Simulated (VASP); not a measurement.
Wanted: the native input for a VASP 6.6.1 run.

```
Task                   : single point
Functional             : LDA
Potentials or basis    : VASP PAW LDA potentials, release 64 (Mg)
Cutoff                 : 520 eV
k mesh                 : 16 × 16 × 16
Occupations            : fermi-dirac, width 0.05 eV
Spin                   : no spin polarisation
Dipole correction      : no
Further INCAR settings : ALGO = Normal; EDIFF = 1e-06; NBANDS = 7
```

The structure of Mg lies in POSCAR:

```
Mg
1.0
    0.0000000000      1.6331054116      1.6331054116
    1.6331054116      0.0000000000      1.6331054116
    1.6331054116      1.6331054116      0.0000000000
Mg
1
Direct
    0.0000000000      0.0000000000      0.0000000000
```

These files were run (other wordings do the same):

INCAR

```
PREC     = Accurate       # precision mode
ENCUT    = 520            # plane-wave cutoff, eV
EDIFF    = 1E-6           # SCF threshold, eV
ISMEAR   = -1             # smearing method
SIGMA    = 0.05           # smearing width, eV
LREAL    = F              # projectors in reciprocal space
LASPH    = T              # aspherical terms in the spheres
NELM     = 100            # most SCF steps
ALGO     = Normal         # electronic algorithm
ISIF     = 2              # what is computed and relaxed
LWAVE    = F              # write WAVECAR
LCHARG   = F              # write CHGCAR
GGA      = CA             # functional
NBANDS   = 7              # bands
```

KPOINTS

```
regular mesh
0
Gamma
  16 16 16
```

Potentials or basis: VASP PAW LDA potentials, release 64 (Mg).

Launch:

```console
$ cat potpaw_LDA.64/Mg/POTCAR > POTCAR
$ mpirun -np 1 vasp_std > vasp.out
```

It gave:

```json
{
  "Pressure": "211.8 GPa",
  "Band gap on the k mesh": "zero (band 1 reaches 11.71 eV, above the bottom of band 2 at 8.94 eV)"
}
```

It took 14 s on 1 thread of Intel Xeon 8259CL, on a shared host, peak memory 0.12 GiB.
